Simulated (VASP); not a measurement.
# Li2B (P4/mmm) in VASP: relaxation of cell and atoms with PBE

Aim: the relaxation of cell and atoms of Li2B with PBE.

Everything below comes from runs of VASP 6.6.1. Logs are shortened: lines on timing, memory, paths and dates and some standing lists are left out, and cuts for length are marked.

### 1 The cell of the first run

Symmetry: P4/mmm, No. 123, tetragonal system. The conventional cell has a = 4.093 Å, b = 4.093 Å, c = 2.128 Å, α = 90.00°, β = 90.00°, γ = 90.00°. Within 2.9 Å of Li (site symmetry mmm) lie 6 Li at 2.13 to 2.89 Å and 4 B at 2.31 Å. B (site symmetry 4/mmm) has 2 B at 2.13 Å and 8 Li at 2.31 Å within 2.8 Å.

The cell was built from a structure type or drawn by symmetry, and may not be a known phase.

### 2 Relaxation of cell and atoms, PBE

Contents of INCAR:

```
  PREC = Accurate
  ENCUT = 600
  EDIFF = 1E-6
  ISMEAR = 0
  SIGMA = 0.1
  LREAL = F
  LASPH = T
  NELM = 60
  ALGO = Fast
  ISIF = 3
  LWAVE = F
  LCHARG = F
  GGA = PE
  IBRION = 2
  NSW = 100
  EDIFFG = -0.01
```

Contents of KPOINTS:

```
regular mesh
0
Gamma
  12 12 22
```

Contents of POSCAR:

```
Li2B
1.0
    4.0933915122      0.0000000000      0.0000000000
    0.0000000000      4.0933915122      0.0000000000
    0.0000000000      0.0000000000      2.1276003652
Li B
2 1
Direct
    0.5000000000      0.0000000000      0.0000000000
    0.0000000000      0.5000000000      0.0000000000
    0.0000000000      0.0000000000      0.5000000000
```

Potentials or basis: VASP PAW PBE potentials, release 64 (Li_sv, B).

On the command line:

```
> cat potpaw_PBE.64/Li_sv/POTCAR potpaw_PBE.64/B/POTCAR > POTCAR
> mpirun -np 1 vasp_std > vasp.out
```

OUTCAR:

```text
PREC = Accurate
   ENCUT = 600
   EDIFF = 1E-6
   ISMEAR = 0
   LREAL = F
   LASPH = T
   NELM = 60
   ISIF = 3
   GGA = PE
   IBRION = 2
   NSW = 100
   EDIFFG = -0.01

 ion  position               nearest neighbor table
   1  0.500  0.000  0.000-   3 2.31   3 2.31   3 2.31   3 2.31
   2  0.000  0.500  0.000-   3 2.31   3 2.31   3 2.31   3 2.31
   3  0.000  0.000  0.500-   1 2.31   2 2.31   1 2.31   2 2.31   2 2.31   2 2.31   1 2.31   1 2.31

  LATTYP: Found a simple tetragonal cell.
 ALAT       =     4.0933915122
 C/A-ratio  =     0.5197646887

  Lattice vectors:

 A1 = (   4.0933915122,   0.0000000000,   0.0000000000)
 A2 = (   0.0000000000,   4.0933915122,   0.0000000000)
 A3 = (   0.0000000000,   0.0000000000,   2.1276003652)

Analysis of symmetry for initial positions (statically):
=====================================================================
 Subroutine PRICEL returns:
 Original cell was already a primitive cell.

 Routine SETGRP: Setting up the symmetry group for a
 simple tetragonal supercell.

 Subroutine GETGRP returns: Found 16 space group operations
 (whereof 16 operations were pure point group operations)
 out of a pool of 16 trial point group operations.

The static configuration has the point symmetry D_4h.

Analysis of symmetry for dynamics (positions and initial velocities):
=====================================================================
 Subroutine PRICEL returns:
 Original cell was already a primitive cell.

 Routine SETGRP: Setting up the symmetry group for a
 simple tetragonal supercell.

 Subroutine GETGRP returns: Found 16 space group operations
 (whereof 16 operations were pure point group operations)
 out of a pool of 16 trial point group operations.

The dynamic configuration has the point symmetry D_4h.

 Subroutine INISYM returns: Found 16 space group operations
 (whereof 16 operations are pure point group operations),
 and found     1 'primitive' translations

----------------------------------------------------------------------------------------

                                     Primitive cell

  volume of cell :      35.6498

  direct lattice vectors                    reciprocal lattice vectors
     4.093391512  0.000000000  0.000000000     0.244296202  0.000000000  0.000000000
     0.000000000  4.093391512  0.000000000     0.000000000  0.244296202  0.000000000
     0.000000000  0.000000000  2.127600365     0.000000000  0.000000000  0.470013080

  length of vectors
     4.093391512  4.093391512  2.127600365     0.244296202  0.244296202  0.470013080

  position of ions in fractional coordinates (direct lattice)
     0.500000000  0.000000000  0.000000000
     0.000000000  0.500000000  0.000000000
     0.000000000  0.000000000  0.500000000

  ion indices of the primitive-cell ions
   primitive index   ion index
                 1           1
                 2           2
                 3           3

----------------------------------------------------------------------------------------

 KPOINTS: regular mesh

Automatic generation of k-mesh.
 Grid dimensions read from file:
 generate k-points for:   12   12   22

 Generating k-lattice:

  Cartesian coordinates                     Fractional coordinates (reciprocal lattice)
     0.020358017  0.000000000  0.000000000     0.083333333  0.000000000  0.000000000
     0.000000000  0.020358017  0.000000000     0.000000000  0.083333333  0.000000000
     0.000000000  0.000000000  0.021364231     0.000000000  0.000000000  0.045454545

  Length of vectors
     0.020358017  0.020358017  0.021364231

  Shift w.r.t. Gamma in fractional coordinates (k-lattice)
     0.000000000  0.000000000  0.000000000

 Subroutine IBZKPT returns following result:
 ===========================================

 Found    336 irreducible k-points:

 Following reciprocal coordinates:
            Coordinates               Weight
  0.000000  0.000000  0.000000      1.000000
  0.083333  0.000000  0.000000      4.000000
  0.166667  0.000000  0.000000      4.000000
  0.250000  0.000000  0.000000      4.000000
  0.333333  0.000000  0.000000      4.000000
  0.416667  0.000000  0.000000      4.000000
[... 16 lines left out ...]
  0.333333  0.333333  0.000000      4.000000
  0.416667  0.333333  0.000000      8.000000
 [... further k-points ...]
   k-points           NKPTS =    336   k-points in BZ     NKDIM =    336   number of bands    NBANDS=      8
   number of dos      NEDOS =    301   number of ions     NIONS =      3
   total plane-waves  NPLWV =  23328
   dimension x,y,z NGX =    36 NGY =   36 NGZ =   18
   dimension x,y,z NGXF=    72 NGYF=   72 NGZF=   36
   ions per type =               2   1
   NGX,Y,Z   is equivalent  to a cutoff of  14.62, 14.62, 14.06 a.u.
   NGXF,Y,Z  is equivalent  to a cutoff of  29.24, 29.24, 28.13 a.u.
 SYSTEM =  unknown system
   PREC   = accura    normal or accurate (medium, high low for compatibility)
   ISTART =      0    job   : 0-new  1-cont  2-samecut
   ICHARG =      2    charge: 1-file 2-atom 10-const
   ISPIN  =      1    spin polarized calculation?
   LNONCOLLINEAR =      F non collinear calculations
   LSORBIT =      F    spin-orbit coupling
   LASPH  =      T    aspherical Exc in radial PAW
   ENCUT  =  600.0 eV  44.10 Ry    6.64 a.u.   8.18  8.18  4.25*2*pi/ulx,y,z
   NELM   =     60;   NELMIN=  2; NELMDL= -5     # of ELM steps
   EDIFF  = 0.1E-05   stopping-criterion for ELM
   LREAL  =      F    real-space projection
   EDIFFG = -.1E-01   stopping-criterion for IOM
   NSW    =    100    number of steps for IOM
   IBRION =      2    ionic relax: 0-MD 1-quasi-New 2-CG
   NFREE  =      1    steps in history (QN), initial steepest desc. (CG)
   ISIF   =      3    stress and relaxation
   ISYM   =      2    0-nonsym 1-usesym 2-fastsym
   POTIM  = 0.5000    time-step for ionic-motion
   TEBEG  =    0.0;   TEEND  =   0.0 temperature during run
   PSTRESS=    0.0 pullay stress
   NELECT =       9.0000    total number of electrons
   NUPDOWN=      -1.0000    fix difference up-down
   EMIN   =  10.00;   EMAX   =-10.00  energy-range for DOS
   EFERMI =   0.00;   METHOD = LEGACY
   ISMEAR =     0;   SIGMA  =   0.10  broadening in eV -4-tet -1-fermi 0-gaus
   EFERMI_NEDOS =   21; number of points for ismear=-14 and -15
   IALGO  =     68    algorithm
   IMIX   =      4    mixing-type and parameters
     AMIX     =   0.40;   BMIX     =  1.00
     AMIX_MAG =   1.60;   BMIX_MAG =  1.00
  volume/ion in A,a.u.               =      11.88        80.19
  Fermi-wavevector in a.u.,A,eV,Ry     =   1.034674  1.955250 14.565716  1.070550
  Thomas-Fermi vector in A             =   2.168980
   LORBIT       =      0    0 simple, 1 ext, 2 COOP (PROOUT), +10 PAW based schemes
   GGA     = PE    functional components
   LHFCALC =     F    Hartree Fock is set to
   AEXX    =    0.0000 exact exchange contribution
   IVDW    =     0    specifies the selected vdW correction
   LEPSILON=     F    determine dielectric tensor
   LRPA    =     F    only Hartree local field effects (RPA)
 conjugate gradient relaxation of ions
 non-spin polarized calculation
 RMM-DIIS sequential band-by-band and
 Gauss-broadening in eV      SIGMA  =   0.10
  energy-cutoff  :      600.00
  volume of cell :       35.65
 maximum number of plane-waves:      1224
 NGX is ok and might be reduce to    36
   NGX = 17   NGY = 17   NGZ =  9

--------------------------------------- Ionic step        1  -------------------------------------------

 number of electron       9.0000006 magnetization

 Free energy of the ion-electron system (eV)
  ---------------------------------------------------
  ext. energy  EPLUGINS =         0.00000000
  ---------------------------------------------------
  free energy    TOTEN  =        -9.17561201 eV

  energy without entropy =       -9.17065695  energy(sigma->0) =       -9.17313448

------------------------ aborting loop because EDIFF is reached ----------------------------------------

  FORCE on cell =-STRESS in cart. coord.  units (eV):
  Direction    XX          YY          ZZ          XY          YZ          ZX
  --------------------------------------------------------------------------------------
  -------------------------------------------------------------------------------------
  Total       -0.0170273     -0.0170273     -0.0381774      0.0000000      0.0000000     -0.0000000
  in kB       -0.7652420     -0.7652420     -1.7157741      0.0000000      0.0000000     -0.0000000
  external PRESSURE =      -1.0820860 kB  Pullay stress =       0.0000000 kB

 VOLUME and BASIS-vectors are now :
 -----------------------------------------------------------------------------
  energy-cutoff  :      600.00
  volume of cell :       35.65
      direct lattice vectors                 reciprocal lattice vectors
     4.093391512  0.000000000  0.000000000     0.244296202  0.000000000  0.000000000
     0.000000000  4.093391512  0.000000000     0.000000000  0.244296202  0.000000000
     0.000000000  0.000000000  2.127600365     0.000000000  0.000000000  0.470013080

 POSITION                                       TOTAL-FORCE (eV/Angst)
 -----------------------------------------------------------------------------------
      2.04670      0.00000      0.00000         0.000000      0.000000      0.000000
      0.00000      2.04670      0.00000         0.000000      0.000000      0.000000
      0.00000      0.00000      1.06380         0.000000      0.000000      0.000000
 -----------------------------------------------------------------------------------
    total drift:                                0.000000      0.000000     -0.000000

  FREE ENERGIE OF THE ION-ELECTRON SYSTEM (eV)
  ---------------------------------------------------
  free  energy   TOTEN  =        -9.1756120135 eV

  energy  without entropy=       -9.1706569488  energy(sigma->0) =       -9.17313448

--------------------------------------- Ionic step        2  -------------------------------------------

 number of electron       9.0000006 magnetization

 Free energy of the ion-electron system (eV)
  ---------------------------------------------------
  ext. energy  EPLUGINS =         0.00000000
  ---------------------------------------------------
  free energy    TOTEN  =        -9.17563890 eV

  energy without entropy =       -9.17066627  energy(sigma->0) =       -9.17315258

 E-fermi :   2.1703     XC(G=0):  -8.7217

 val. band max:        2.1678847097   @ k =   0.0833   0.0833   0.2727
 cond. band min:       2.1742198268   @ k =   0.5000   0.3333   0.3182
 fundamental gap:      0.0063351171
 Fermi energy:         2.1702632299

 k-point     1 :       0.0000    0.0000    0.0000
  band No.  band energies     occupation
      1     -43.4374      2.00000
      2     -43.4076      2.00000
      3      -6.1920      2.00000
      4      -0.0206      2.00000
      5      -0.0206      2.00000
      6       3.6705      0.00000
      7       9.4709      0.00000
      8       9.4716      0.00000

 k-point     2 :       0.0833    0.0000    0.0000
  band No.  band energies     occupation
      1     -43.4369      2.00000
      2     -43.4081      2.00000
      3      -6.1842      2.00000
      4      -0.1418      2.00000
      5       0.0089      2.00000
      6       3.8461      0.00000
      7       9.0619      0.00000
      8       9.2706      0.00000

 k-point     3 :       0.1667    0.0000    0.0000
  band No.  band energies     occupation
      1     -43.4354      2.00000
      2     -43.4096      2.00000
      3      -6.1622      2.00000
      4      -0.4324      2.00000
      5       0.0924      2.00000
      6       4.2897      0.00000
      7       8.2600      0.00000
      8       8.9975      0.00000
[... 210 lines left out ...]
 k-point    23 :       0.3333    0.3333    0.0000
  band No.  band energies     occupation
      1     -43.4260      2.00000
      2     -43.4185      2.00000
      3      -6.0715      2.00000
      4      -0.6333      2.00000
      5      -0.0219      2.00000
      6       2.8173      0.00000
      7       9.2845      0.00000
      8      10.4061      0.00000

 k-point    24 :       0.4167    0.3333    0.0000
  band No.  band energies     occupation
      1     -43.4242      2.00000
      2     -43.4203      2.00000
      3      -6.0647      2.00000
      4      -0.5811      2.00000
      5       0.0352      2.00000
      6       2.3302      0.02370
      7       9.9910      0.00000
      8      10.7270      0.00000

 [... further k-points ...]
[... 5 lines left out ...]
  --------------------------------------------------------------------------------------
  -------------------------------------------------------------------------------------
  Total       -0.0087588     -0.0087588     -0.0221862      0.0000000      0.0000000      0.0000000
  in kB       -0.3940987     -0.3940987     -0.9982542      0.0000000      0.0000000      0.0000000
  external PRESSURE =      -0.5954838 kB  Pullay stress =       0.0000000 kB

 VOLUME and BASIS-vectors are now :
 -----------------------------------------------------------------------------
  energy-cutoff  :      600.00
  volume of cell :       35.61
      direct lattice vectors                 reciprocal lattice vectors
     4.092270687  0.000000000 -0.000000000     0.244363112  0.000000000 -0.000000000
     0.000000000  4.092270687  0.000000000     0.000000000  0.244363112  0.000000000
     0.000000000  0.000000000  2.126294176     0.000000000  0.000000000  0.470301810

 POSITION                                       TOTAL-FORCE (eV/Angst)
 -----------------------------------------------------------------------------------
      2.04614      0.00000     -0.00000        -0.000000      0.000000      0.000000
      0.00000      2.04614      0.00000         0.000000      0.000000      0.000000
      0.00000      0.00000      1.06315        -0.000000      0.000000      0.000000
 -----------------------------------------------------------------------------------
    total drift:                                0.000000      0.000000     -0.000000

  FREE ENERGIE OF THE ION-ELECTRON SYSTEM (eV)
  ---------------------------------------------------
  free  energy   TOTEN  =        -9.1756388996 eV

  energy  without entropy=       -9.1706662700  energy(sigma->0) =       -9.17315258

 reached required accuracy - stopping structural energy minimisation
```

It took 2.2 min on 1 thread of Intel Xeon Platinum 8488C (Sapphire Rapids), shared host; peak memory 0.25 GiB.

What came out:

- Free energy: -9.1756 eV
- Relaxed volume: 11.87 Å³/atom
- Relaxed cell: a = 4.092 Å, b = 4.092 Å, c = 2.126 Å, α = 90.00°, β = 90.00°, γ = 90.00°
- Space group after relaxing (to 0.1 Å): P4/mmm (No. 123)
- Energy gained by relaxing: 0.0 meV/atom
- Ionic steps: 2
- Pressure after relaxing: -0.1 GPa
- Band gap on the k mesh: zero (an odd number of electrons rules out a gap without spin polarisation)

Final structure:
```cif
data_structure
_symmetry_space_group_name_H-M 'P 1'
_symmetry_Int_Tables_number 1
_cell_length_a 4.0923
_cell_length_b 4.0923
_cell_length_c 2.1263
_cell_angle_alpha 90.000
_cell_angle_beta 90.000
_cell_angle_gamma 90.000
_cell_volume 35.61
loop_
_atom_site_label
_atom_site_type_symbol
_atom_site_fract_x
_atom_site_fract_y
_atom_site_fract_z
_atom_site_occupancy
Li1 Li 0.50000 0.00000 0.00000 1
Li2 Li 0.00000 0.50000 0.00000 1
B1 B 0.00000 0.00000 0.50000 1
```

Caveat: the cutoff is under 1.25 times the usual one of these potentials, so pressure, stress and relaxed cells hold a basis-set (Pulay) error.
